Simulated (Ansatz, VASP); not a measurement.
## C: VASP beside Ansatz

```
C
1.0
     2.45873    0.00000    0.00000
    -1.22937    2.12933    0.00000
     0.00000    0.00000    7.24581
C
4
Direct
  0.96666 0.93332 0.00250
  0.03334 0.06668 0.50250
  0.29999 0.59998 0.00250
  0.70001 0.40002 0.50250
```

Change from the starting cell: mode 4 frozen in at -0.000 Å and mode 5 at -0.142 Å (largest displacements).

Alike in both runs: task single point; functional PBEsol; k mesh 18 × 18 × 6; occupations gaussian, width 0.15 eV; no spin polarisation.

```csv
,VASP,Ansatz
version,VASP 6.6.1,Ansatz 0.2.0
potentials or method,"VASP PAW PBE potentials, release 64 (C), cutoff 520 eV","scalar-relativistic, plane waves, PAW"
valence electrons in the cell,16,16
```

Ansatz gave:

| Property | Result |
| --- | --- |
| gap on the k mesh at the Fermi level (eV) | 0.01 |
| least direct gap on the mesh (eV) | 0.01 |
| pressure (GPa) | 0.0 |
| traceless stress, the component that is largest in VASP (GPa) | 0.07 |

What did VASP give for the same quantities?

gap on the k mesh at the Fermi level (eV): 0.01; least direct gap on the mesh (eV): 0.01; pressure (GPa): 0.7; traceless stress, the component that is largest in VASP (GPa): -0.68.

VASP's potentials were made for PBE, not for PBEsol, and Ansatz warns of the same on its side.
